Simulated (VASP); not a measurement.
# Os3C: relaxation of cell and atoms with r2SCAN

The system is Os3C.

```xyz
4
Lattice="3.5942 0.0000 0.0000 0.0000 3.5942 0.0000 0.0000 0.0000 3.5942" Properties=species:S:1:pos:R:3 pbc="T T T"
Os    0.0000    1.7971    1.7971
Os    1.7971    0.0000    1.7971
Os    1.7971    1.7971    0.0000
C     0.0000    0.0000    0.0000
```

```yaml
Program: VASP 6.6.1
Task: relaxation of cell and atoms
Functional: r2SCAN
Potentials_or_basis: VASP PAW PBE potentials, release 64 (Os, C)
Cutoff: 600 eV
k_mesh: 6 × 6 × 6
Occupations: gaussian, width 0.1 eV
Spin: no spin polarisation
Dipole_correction: no
Further_INCAR_settings: ALGO = Normal; EDIFF = 1e-06; IBRION = 2; EDIFFG = -0.04; NSW = 90; ISIF = 3
```

| Item | Value |
| --- | --- |
| Relaxed volume | 13.09 Å³/atom |
| Relaxed cell | a = 3.741 Å, b = 3.741 Å, c = 3.741 Å, α = 90.00°, β = 90.00°, γ = 90.00° |
| Space group after relaxing (to 0.1 Å) | Pm-3m (No. 221) |
| Pressure after relaxing | 0.0 GPa |
| Band gap on the k mesh | zero (bands 14 and 15 overlap by 0.64 eV) |

Final structure:
```
Os C
1.0
     3.74115    0.00000    0.00000
     0.00000    3.74115    0.00000
     0.00000    0.00000    3.74115
Os C
3 1
Direct
  0.00000 0.50000 0.50000
  0.50000 0.00000 0.50000
  0.50000 0.50000 0.00000
  0.00000 0.00000 0.00000
```

Levels at points of the mesh, in eV from the Fermi level:
```csv
k point,band 12,band 13,band 14,band 15,band 16,band 17
"(0.00, 0.00, 0.00)",-0.76,-0.76,-0.76,1.33,1.33,2.96
"(0.50, 0.00, 0.00)",-1.69,-1.14,-1.14,-0.35,-0.10,1.56
"(0.50, 0.50, 0.00)",-1.52,-1.35,-0.89,-0.42,-0.06,0.62
"(0.50, 0.50, 0.50)",-1.16,-1.16,-1.12,-0.05,0.32,0.32
```

Run time: 3 min on 1 thread of Intel(R) Xeon(R) 6975P-C (Granite Rapids), with other jobs on the host, peak memory 0.19 GiB.

Caveat: the PAW data sets were made with another functional, which shifts forces and pressure a little; spin-orbit coupling is left out, which moves the levels of the heavy elements.
